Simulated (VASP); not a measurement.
Write the native input for VASP 6.6.1 that does the following.

| Item | Value |
| --- | --- |
| Task | single point |
| Functional | PBE |
| Potentials or basis | VASP PAW PBE potentials, release 64 (Ir) |
| Cutoff | 500 eV |
| k mesh | 21 × 21 × 21 |
| Occupations | methfessel-paxton, width 0.1 eV |
| Spin | no spin polarisation |
| Dipole correction | no |
| Further INCAR settings | ALGO = Normal; EDIFF = 1e-06; NBANDS = 10 |

The structure of Ir lies in POSCAR:

```
Ir
1.0
   -1.5036446121      1.5036446121      1.5036446121
    1.5036446121     -1.5036446121      1.5036446121
    1.5036446121      1.5036446121     -1.5036446121
Ir
1
Direct
    0.0000000000      0.0000000000      0.0000000000
```

This isn't the form of Ir at room conditions, which is fcc.

These files were run (other wordings do the same):

INCAR

```
ALGO = Normal
EDIFF = 1E-6
ENCUT = 500
GGA = PE
GGA_COMPAT = F
ISIF = 2
ISMEAR = 1
LASPH = T
LCHARG = F
LREAL = F
LWAVE = F
NBANDS = 10
NELM = 120
PREC = Accurate
SIGMA = 0.1
```

KPOINTS

```
k-points
0
Gamma
  21 21 21
```

Potentials or basis: VASP PAW PBE potentials, release 64 (Ir).

The run is started by

```sh
$ cat potpaw_PBE.64/Ir/POTCAR > POTCAR
$ mpirun -np 1 vasp_std > vasp.out
```

Results of the run:

```
Pressure               : 41.1 GPa
Band gap on the k mesh : zero (an odd number of electrons rules out a gap without spin polarisation)
```

Caveat: the cell stands under pressure; spin-orbit coupling is left out, which moves the levels of the heavy elements.

Wall time 13 s on 1 thread of AMD EPYC 9R45 96-Core Processor (Zen 5) (shared host), peak memory 0.13 GiB.
